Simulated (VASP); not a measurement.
# TlCl (Pm-3m) in VASP: further runs

Runs on TlCl. Level: PBE+D3(BJ). Tasks: single point.

Program: VASP 6.6.1. These are calculated values, not measurements. Logs are shortened: lines on timing, memory, paths and dates and some standing lists are left out, and cuts for length are marked.

## 1. The cell of the first run

Symmetry: Pm-3m, No. 221, cubic system. The conventional cell has a = 3.956 Å, b = 3.956 Å, c = 3.956 Å, α = 90.00°, β = 90.00°, γ = 90.00°. Within 4.5 Å of Tl (site symmetry m-3m) lie 8 Cl at 3.43 Å and 6 Tl at 3.96 Å. Within 4.5 Å of Cl (site symmetry m-3m) lie 8 Tl at 3.43 Å and 6 Cl at 3.96 Å.

## 2. Single point, PBE+D3(BJ) (30.97 Å³/atom)

The input, INCAR:

```
ALGO = Normal
EDIFF = 1E-6
ENCUT = 500
GGA = PE
GGA_COMPAT = False
ISIF = 2
ISMEAR = 0
IVDW = 12
LASPH = True
LCHARG = False
LREAL = False
LWAVE = False
NBANDS = 17
NELM = 120
PREC = Accurate
SIGMA = 0.02
```

The input, KPOINTS:

```
k-points
0
Gamma
  8 8 8
```

The input, POSCAR:

```
TlCl
1.0
    3.9564711177      0.0000000000      0.0000000000
    0.0000000000      3.9564711177      0.0000000000
    0.0000000000      0.0000000000      3.9564711177
Tl Cl
1 1
Direct
    0.0000000000      0.0000000000      0.0000000000
    0.5000000000      0.5000000000      0.5000000000
```

Potentials or basis: VASP PAW PBE potentials, release 64 (Tl_d, Cl).

Command:

```console
$ cat potpaw_PBE.64/Tl_d/POTCAR potpaw_PBE.64/Cl/POTCAR > POTCAR
$ mpirun -np 1 vasp_std > vasp.out
```

OUTCAR:

```text
EDIFF = 1E-6
   ENCUT = 500
   GGA = PE
   ISIF = 2
   ISMEAR = 0
   IVDW = 12
   LASPH = True
   LREAL = False
   NELM = 120
   PREC = Accurate
 IVDW          = 12

 ion  position               nearest neighbor table
   1  0.000  0.000  0.000-
   2  0.500  0.500  0.500-

  LATTYP: Found a simple cubic cell.
 ALAT       =     3.9564711177

  Lattice vectors:

 A1 = (   3.9564711177,   0.0000000000,   0.0000000000)
 A2 = (   0.0000000000,   3.9564711177,   0.0000000000)
 A3 = (   0.0000000000,   0.0000000000,   3.9564711177)

Analysis of symmetry for initial positions (statically):
=====================================================================
 Subroutine PRICEL returns:
 Original cell was already a primitive cell.

 Routine SETGRP: Setting up the symmetry group for a
 simple cubic supercell.

 Subroutine GETGRP returns: Found 48 space group operations
 (whereof 48 operations were pure point group operations)
 out of a pool of 48 trial point group operations.

The static configuration has the point symmetry O_h .

Analysis of symmetry for dynamics (positions and initial velocities):
=====================================================================
 Subroutine PRICEL returns:
 Original cell was already a primitive cell.

 Routine SETGRP: Setting up the symmetry group for a
 simple cubic supercell.

 Subroutine GETGRP returns: Found 48 space group operations
 (whereof 48 operations were pure point group operations)
 out of a pool of 48 trial point group operations.

The dynamic configuration has the point symmetry O_h .

 Subroutine INISYM returns: Found 48 space group operations
 (whereof 48 operations are pure point group operations),
 and found     1 'primitive' translations

----------------------------------------------------------------------------------------

                                     Primitive cell

  volume of cell :      61.9333

  direct lattice vectors                    reciprocal lattice vectors
     3.956471118  0.000000000  0.000000000     0.252750487  0.000000000  0.000000000
     0.000000000  3.956471118  0.000000000     0.000000000  0.252750487  0.000000000
     0.000000000  0.000000000  3.956471118     0.000000000  0.000000000  0.252750487

[... 72 lines left out ...]
   NGXF,Y,Z  is equivalent  to a cutoff of  25.21, 25.21, 25.21 a.u.
 SYSTEM =  unknown system
   PREC   = accura    normal or accurate (medium, high low for compatibility)
   ISTART =      0    job   : 0-new  1-cont  2-samecut
   ICHARG =      2    charge: 1-file 2-atom 10-const
   ISPIN  =      1    spin polarized calculation?
   LNONCOLLINEAR =      F non collinear calculations
   LSORBIT =      F    spin-orbit coupling
   LASPH  =      T    aspherical Exc in radial PAW
   ENCUT  =  500.0 eV  36.75 Ry    6.06 a.u.   7.21  7.21  7.21*2*pi/ulx,y,z
   NELM   =    120;   NELMIN=  2; NELMDL= -5     # of ELM steps
   EDIFF  = 0.1E-05   stopping-criterion for ELM
   LREAL  =      F    real-space projection
[... 7 lines left out ...]
   TEBEG  =    0.0;   TEEND  =   0.0 temperature during run
   PSTRESS=    0.0 pullay stress
   NELECT =      20.0000    total number of electrons
   NUPDOWN=      -1.0000    fix difference up-down
   EMIN   =  10.00;   EMAX   =-10.00  energy-range for DOS
   EFERMI =   0.00;   METHOD = LEGACY
   ISMEAR =     0;   SIGMA  =   0.02  broadening in eV -4-tet -1-fermi 0-gaus
   EFERMI_NEDOS =   21; number of points for ismear=-14 and -15
   IALGO  =     38    algorithm
   IMIX   =      4    mixing-type and parameters
     AMIX     =   0.40;   BMIX     =  1.00
     AMIX_MAG =   1.60;   BMIX_MAG =  1.00
  volume/ion in A,a.u.               =      30.97       208.97
  Fermi-wavevector in a.u.,A,eV,Ry     =   1.123165  2.122474 17.163739  1.261499
  Thomas-Fermi vector in A             =   2.259829
   LORBIT       =      0    0 simple, 1 ext, 2 COOP (PROOUT), +10 PAW based schemes
   GGA     = PE    functional components
   LHFCALC =     F    Hartree Fock is set to
   AEXX    =    0.0000 exact exchange contribution
   IVDW    =    12    specifies the selected vdW correction
   LEPSILON=     F    determine dielectric tensor
   LRPA    =     F    only Hartree local field effects (RPA)
 non-spin polarized calculation
 Gauss-broadening in eV      SIGMA  =   0.02
  energy-cutoff  :      500.00
  volume of cell :       61.93
 maximum number of plane-waves:      1600
 NGX is ok and might be reduce to    30
   NGX = 15   NGY = 15   NGZ = 15

 number of electron      19.9999997 magnetization

 Free energy of the ion-electron system (eV)
  ---------------------------------------------------
  ext. energy  EPLUGINS =         0.00000000
  ---------------------------------------------------
  free energy    TOTEN  =        -6.00835710 eV

  energy without entropy =       -6.00835710  energy(sigma->0) =       -6.00835710

 E-fermi :   1.8670     XC(G=0):  -8.6852

 val. band max:        1.7196194985   @ k =   0.5000   0.0000   0.0000
 cond. band min:       4.0160549650   @ k =   0.5000   0.0000   0.0000
 fundamental gap:      2.2964354665
 Fermi energy:         1.8669560151

 k-point     1 :       0.0000    0.0000    0.0000
  band No.  band energies     occupation
      1     -11.5169      2.00000
      2      -8.0602      2.00000
      3      -8.0602      2.00000
      4      -7.8731      2.00000
      5      -7.8731      2.00000
      6      -7.8731      2.00000
[... 457 lines left out ...]
      4      -7.9205      2.00000
      5      -7.9052      2.00000
      6      -7.8455      2.00000
[... 9 lines left out ...]
     16      13.2440      0.00000
     17      14.9849      0.00000

 [... further k-points ...]

------------------------ aborting loop because EDIFF is reached ----------------------------------------

 Edisp (eV)   -0.52999

 E8    (eV) :    -0.2457

  FORCE on cell =-STRESS in cart. coord.  units (eV):
  Direction    XX          YY          ZZ          XY          YZ          ZX
  --------------------------------------------------------------------------------------
  -------------------------------------------------------------------------------------
  Total      -0.64179    -0.64179    -0.64179     0.00000     0.00000     0.00000
  in kB     -16.60271   -16.60271   -16.60271     0.00000     0.00000     0.00000
  external pressure =      -16.60 kB  Pullay stress =        0.00 kB

 VOLUME and BASIS-vectors are now :
 -----------------------------------------------------------------------------
  energy-cutoff  :      500.00
  volume of cell :       61.93
      direct lattice vectors                 reciprocal lattice vectors
     3.956471118  0.000000000  0.000000000     0.252750487  0.000000000  0.000000000
     0.000000000  3.956471118  0.000000000     0.000000000  0.252750487  0.000000000
     0.000000000  0.000000000  3.956471118     0.000000000  0.000000000  0.252750487

 POSITION                                       TOTAL-FORCE (eV/Angst)
 -----------------------------------------------------------------------------------
      0.00000      0.00000      0.00000         0.000000      0.000000      0.000000
      1.97824      1.97824      1.97824         0.000000      0.000000      0.000000
 -----------------------------------------------------------------------------------
    total drift:                                0.000000      0.000000     -0.000000

  FREE ENERGIE OF THE ION-ELECTRON SYSTEM (eV)
  ---------------------------------------------------
  free  energy   TOTEN  =        -6.5383500854 eV

  energy  without entropy=       -6.5383500854  energy(sigma->0) =       -6.53835009
```

stdout:

```text
POSCAR found type information on POSCAR TlCl
 POSCAR found :  2 types and       2 ions
 scaLAPACK will be used
 LDA part: xc-table for (Slater+PW92), standard interpolation
 POSCAR, INCAR and KPOINTS ok, starting setup
 FFT: planning ... GRIDC
 FFT: planning ... GRID_SOFT
 FFT: planning ... GRID
 WAVECAR not read
 entering main loop
```

Wall time 43 s (1 thread of Intel Xeon 8259CL, shared host); peak memory 0.2 GiB.

What came out:

- Free energy: -6.5384 eV
- Pressure: -1.7 GPa
- Band gap on the k mesh: 2.30 eV
- Dispersion energy per atom: -0.265 eV

Levels at points of the mesh, in eV from the valence-band top:
| k point | band 8 | band 9 | band 10 | band 11 | band 12 | band 13 |
| --- | --- | --- | --- | --- | --- | --- |
| (0.00, 0.00, 0.00) | -1.11 | -1.11 | -1.11 | 7.47 | 7.47 | 7.47 |
| (0.50, 0.00, 0.00) | -0.76 | -0.76 | 0.00 | 2.30 | 6.52 | 6.52 |
| (0.50, 0.50, 0.00) | -2.37 | -2.37 | -0.71 | 4.80 | 4.80 | 8.07 |
| (0.50, 0.50, 0.50) | -1.57 | -1.57 | -1.57 | 2.86 | 2.86 | 2.86 |

Caveat: spin-orbit coupling is left out, which moves the levels of the heavy elements.

## 3. Single point, PBE+D3(BJ) (31.87 Å³/atom)

This run uses another cell than the first one, of 31.87 Å³/atom.

The input, INCAR:

```
SYSTEM = TlCl
PREC = Accurate
ENCUT = 500
EDIFF = 1E-6
ISMEAR = 0
SIGMA = 0.02
LREAL = .FALSE.
LASPH = .TRUE.
NELM = 120
ALGO = Normal
ISIF = 2
LWAVE = .FALSE.
LCHARG = .FALSE.
GGA = PE
IVDW = 12
NBANDS = 17
GGA_COMPAT = .FALSE.
```

The input, KPOINTS:

```
Automatic mesh
0
G
  8 8 8
  0 0 0
```

The input, POSCAR:

```
TlCl
1.0
    3.9945164432      0.0000000000      0.0000000000
    0.0000000000      3.9945164432      0.0000000000
    0.0000000000      0.0000000000      3.9945164432
Tl Cl
1 1
Direct
    0.0000000000      0.0000000000      0.0000000000
    0.5000000000      0.5000000000      0.5000000000
```

Potentials or basis: VASP PAW PBE potentials, release 64 (Tl_d, Cl).

Command:

```console
$ cat potpaw_PBE.64/Tl_d/POTCAR potpaw_PBE.64/Cl/POTCAR > POTCAR
$ mpirun -np 1 vasp_std > vasp.out
```

OUTCAR:

```text
SYSTEM = TlCl
   PREC = Accurate
   ENCUT = 500
   EDIFF = 1E-6
   ISMEAR = 0
   LREAL = .FALSE.
   LASPH = .TRUE.
   NELM = 120
   ISIF = 2
   GGA = PE
   IVDW = 12
 IVDW          = 12

 ion  position               nearest neighbor table
   1  0.000  0.000  0.000-
   2  0.500  0.500  0.500-

  LATTYP: Found a simple cubic cell.
 ALAT       =     3.9945164432

  Lattice vectors:

 A1 = (   3.9945164432,   0.0000000000,   0.0000000000)
 A2 = (   0.0000000000,   3.9945164432,   0.0000000000)
 A3 = (   0.0000000000,   0.0000000000,   3.9945164432)

Analysis of symmetry for initial positions (statically):
=====================================================================
 Subroutine PRICEL returns:
 Original cell was already a primitive cell.

 Routine SETGRP: Setting up the symmetry group for a
 simple cubic supercell.

 Subroutine GETGRP returns: Found 48 space group operations
 (whereof 48 operations were pure point group operations)
 out of a pool of 48 trial point group operations.

The static configuration has the point symmetry O_h .

Analysis of symmetry for dynamics (positions and initial velocities):
[... 160 lines left out ...]
 E-fermi :   1.5953     XC(G=0):  -8.5502

 val. band max:        1.4434234965   @ k =   0.5000   0.0000   0.0000
 cond. band min:       3.7951587263   @ k =   0.5000   0.0000   0.0000
 fundamental gap:      2.3517352298
 Fermi energy:         1.5952573142

 k-point     1 :       0.0000    0.0000    0.0000
  band No.  band energies     occupation
      1     -11.6471      2.00000
      2      -8.3068      2.00000
      3      -8.3068      2.00000
      4      -8.1346      2.00000
      5      -8.1346      2.00000
      6      -8.1346      2.00000
[... 457 lines left out ...]
      4      -8.1773      2.00000
      5      -8.1648      2.00000
      6      -8.1106      2.00000
[... 9 lines left out ...]
     16      12.9342      0.00000
     17      14.5388      0.00000

 [... further k-points ...]

------------------------ aborting loop because EDIFF is reached ----------------------------------------

 Edisp (eV)   -0.52570

 E8    (eV) :    -0.2444

  FORCE on cell =-STRESS in cart. coord.  units (eV):
  Direction    XX          YY          ZZ          XY          YZ          ZX
  --------------------------------------------------------------------------------------
  -------------------------------------------------------------------------------------
  Total      -0.45585    -0.45585    -0.45585     0.00000    -0.00000    -0.00000
  in kB     -11.45888   -11.45888   -11.45888     0.00000    -0.00000    -0.00000
  external pressure =      -11.46 kB  Pullay stress =        0.00 kB

 VOLUME and BASIS-vectors are now :
 -----------------------------------------------------------------------------
  energy-cutoff  :      500.00
  volume of cell :       63.74
      direct lattice vectors                 reciprocal lattice vectors
     3.994516443  0.000000000  0.000000000     0.250343193  0.000000000  0.000000000
     0.000000000  3.994516443  0.000000000     0.000000000  0.250343193  0.000000000
     0.000000000  0.000000000  3.994516443     0.000000000  0.000000000  0.250343193

 POSITION                                       TOTAL-FORCE (eV/Angst)
 -----------------------------------------------------------------------------------
      0.00000      0.00000      0.00000         0.000000      0.000000      0.000000
      1.99726      1.99726      1.99726         0.000000      0.000000      0.000000
 -----------------------------------------------------------------------------------
    total drift:                                0.000000      0.000000     -0.000000

  FREE ENERGIE OF THE ION-ELECTRON SYSTEM (eV)
  ---------------------------------------------------
  free  energy   TOTEN  =        -6.5217209789 eV

  energy  without entropy=       -6.5217209789  energy(sigma->0) =       -6.52172098
```

stdout:

```text
POSCAR found type information on POSCAR TlCl
 POSCAR found :  2 types and       2 ions
 scaLAPACK will be used
 LDA part: xc-table for (Slater+PW92), standard interpolation
 POSCAR, INCAR and KPOINTS ok, starting setup
 FFT: planning ... GRIDC
 FFT: planning ... GRID_SOFT
 FFT: planning ... GRID
 WAVECAR not read
 entering main loop
```

Wall time 48 s (1 thread of Intel Xeon 8259CL, shared host); peak memory 0.2 GiB.

What came out:

```
Free energy                : -6.5217 eV
Pressure                   : -1.1 GPa
Band gap on the k mesh     : 2.35 eV
Dispersion energy per atom : -0.263 eV
```

Caveat: spin-orbit coupling is left out, which moves the levels of the heavy elements.

## 4. Single point, PBE+D3(BJ) (33.07 Å³/atom)

This run uses another cell than the first one, of 33.07 Å³/atom.

The input, INCAR:

```
PREC     = Accurate       # precision mode
ENCUT    = 500            # plane-wave cutoff, eV
EDIFF    = 1E-6           # SCF threshold, eV
ISMEAR   = 0              # smearing method
SIGMA    = 0.02           # smearing width, eV
LREAL    = F              # projectors in reciprocal space
LASPH    = T              # aspherical terms in the spheres
NELM     = 120            # most SCF steps
ALGO     = Normal         # electronic algorithm
ISIF     = 2              # what is computed and relaxed
LWAVE    = F              # write WAVECAR
LCHARG   = F              # write CHGCAR
GGA      = PE             # functional
IVDW     = 12             # dispersion correction
NBANDS   = 17             # bands
GGA_COMPAT= F
```

The input, KPOINTS:

```
Automatic mesh
0
Gamma
  8 8 8
```

The input, POSCAR:

```
TlCl
1.0
    4.0441428398      0.0000000000      0.0000000000
    0.0000000000      4.0441428398      0.0000000000
    0.0000000000      0.0000000000      4.0441428398
Tl Cl
1 1
Direct
    0.0000000000      0.0000000000      0.0000000000
    0.5000000000      0.5000000000      0.5000000000
```

Command:

```console
$ cat potpaw_PBE.64/Tl_d/POTCAR potpaw_PBE.64/Cl/POTCAR > POTCAR
$ mpirun -np 1 vasp_std > vasp.out
```

Run time: 46 s. Hardware: 1 thread of Intel Xeon 8259CL, shared host; peak memory 0.2 GiB.

Results (log left out):

```
Free energy                : -6.5237 eV
Pressure                   : 1.2 GPa
Band gap on the k mesh     : 2.42 eV
Dispersion energy per atom : -0.276 eV
```

Levels at points of the mesh, in eV from the valence-band top:
| k point | band 6 | band 7 | band 8 | band 9 | band 10 | band 11 | band 12 | band 13 | band 14 | band 15 |
| --- | --- | --- | --- | --- | --- | --- | --- | --- | --- | --- |
| (0.00, 0.00, 0.00) | -9.57 | -4.24 | -0.87 | -0.87 | -0.87 | 7.21 | 7.21 | 7.21 | 8.15 | 8.15 |
| (0.50, 0.00, 0.00) | -9.57 | -4.63 | -0.56 | -0.56 | 0.00 | 2.42 | 6.44 | 6.44 | 9.29 | 11.16 |
| (0.50, 0.50, 0.00) | -9.54 | -3.22 | -1.99 | -1.99 | -0.51 | 4.72 | 4.72 | 7.77 | 8.43 | 10.97 |
| (0.50, 0.50, 0.50) | -9.53 | -2.38 | -1.29 | -1.29 | -1.29 | 3.03 | 3.03 | 3.03 | 12.02 | 12.02 |

Caveat: spin-orbit coupling is left out, which moves the levels of the heavy elements.

## 5. Overview

```csv
cell,gap on the mesh (eV),pressure (GPa)
"a = 3.956 Å, 2 atoms",2.30,-1.7
"a = 3.995 Å, 2 atoms",2.35,-1.1
"a = 4.044 Å, 2 atoms",2.42,1.2
```

Alike in all rows: task single point; level PBE+D3(BJ); potentials or basis VASP PAW PBE potentials, release 64 (Tl_d, Cl); no spin polarisation; k mesh 8 × 8 × 8; cutoff (eV) 500; smearing gaussian 0.02 eV.

Caveats: spin-orbit coupling is left out, which moves the levels of the heavy elements.

Absolute energies hang on the potentials; compare differences alone.
